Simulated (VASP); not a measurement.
Input of a VASP 6.6.1 run:

The input INCAR:

```
PREC = Accurate
ENCUT = 600
EDIFF = 1E-7
ISMEAR = 0
SIGMA = 0.1
LREAL = False
LASPH = True
NELM = 80
ALGO = Normal
ISIF = 3
LWAVE = False
LCHARG = False
GGA = PS
IBRION = 2
NSW = 80
EDIFFG = -0.02
PSTRESS = 150.0
```

Contents of KPOINTS:

```
regular mesh
0
Gamma
  11 11 6
```

Contents of POSCAR:

```
Pt
1.0
    2.7606700000      0.0000000000      0.0000000000
   -1.3803300000      2.3908100000      0.0000000000
    0.0000000000      0.0000000000      4.7921300000
Pt
2
Direct
    0.6666666667      0.3333333333      0.7500000000
    0.3333333333      0.6666666667      0.2500000000
```

Potentials or basis: VASP PAW PBE potentials, release 64 (Pt).

Command:

```console
$ cat potpaw_PBE.64/Pt/POTCAR > POTCAR
$ mpirun -np 1 vasp_std > vasp.out
```

Task: Estimate the relaxed volume.

Result: 14.42 Å³/atom.

Task: Predict the relaxed cell.

Result: a = 2.693 Å, b = 2.693 Å, c = 4.591 Å, α = 90.00°, β = 90.00°, γ = 120.00°.

Task: What does it give for the space group after relaxing (to 0.05 Å)?

Result: P6_3/mmc (No. 194).

Step by step:
| step | energy change (eV) | largest force (eV/Å) | pressure (GPa) | volume (Å³) |
| --- | --- | --- | --- | --- |
| 1 | 0.0000 | 0.0000 | -10.98 | 31.63 |
| 2 | 4.8836 | 0.0000 | 251.93 | 21.28 |
| 3 | -0.0131 | 0.0000 | 11.20 | 29.21 |
| 4 | 0.0015 | 0.0000 | 13.48 | 29.02 |
| 5 | 0.0128 | 0.0000 | 15.06 | 28.89 |
| 6 | 0.0132 | 0.0000 | 15.25 | 28.83 |
| 7 | 0.0123 | 0.0000 | 15.20 | 28.84 |

Caveat: the cell is relaxed towards a set pressure, so the enthalpy falls and the energy may rise; the PAW data sets were made with another functional, which shifts forces and pressure a little.
